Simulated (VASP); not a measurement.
**BeTe: single point with PBE**

The system is BeTe.

```xyz
2
Lattice="0.0000 2.7444 2.7444 2.7444 0.0000 2.7444 2.7444 2.7444 0.0000" Properties=species:S:1:pos:R:3 pbc="T T T"
Be    0.0000    0.0000    0.0000
Te    4.1166    4.1166    4.1166
```

This cell differs from its parent crystal: volume scaled by 0.91.

```yaml
Program: VASP 6.6.1
Task: single point
Functional: PBE
Potentials_or_basis: VASP PAW PBE potentials, release 64 (Be, Te)
Cutoff: 600 eV
k_mesh: 8 × 8 × 8
Occupations: gaussian, width 0.02 eV
Spin: no spin polarisation
```

```yaml
Pressure: 6.6 GPa
Band_gap_on_the_k_mesh: 1.77 eV, indirect (least direct gap 3.54 eV)
```

Levels at points of the mesh, in eV from the valence-band top:
```csv
k point,band 2,band 3,band 4,band 5,band 6,band 7
"(0.00, 0.00, 0.00)",0.00,0.00,0.00,3.54,3.54,3.54
"(0.50, 0.00, 0.00)",-6.06,-1.27,-1.27,3.29,4.55,4.55
"(0.50, 0.50, 0.00)",-5.55,-2.95,-2.95,1.77,2.55,10.20
```

Run time: 7 s on 1 thread of Intel(R) Xeon(R) Platinum 8488C (Sapphire Rapids) (shared host), peak memory 0.18 GiB.

Caveat: spin-orbit coupling is left out, which moves the levels of the heavy elements. A k mesh can miss the band edges.
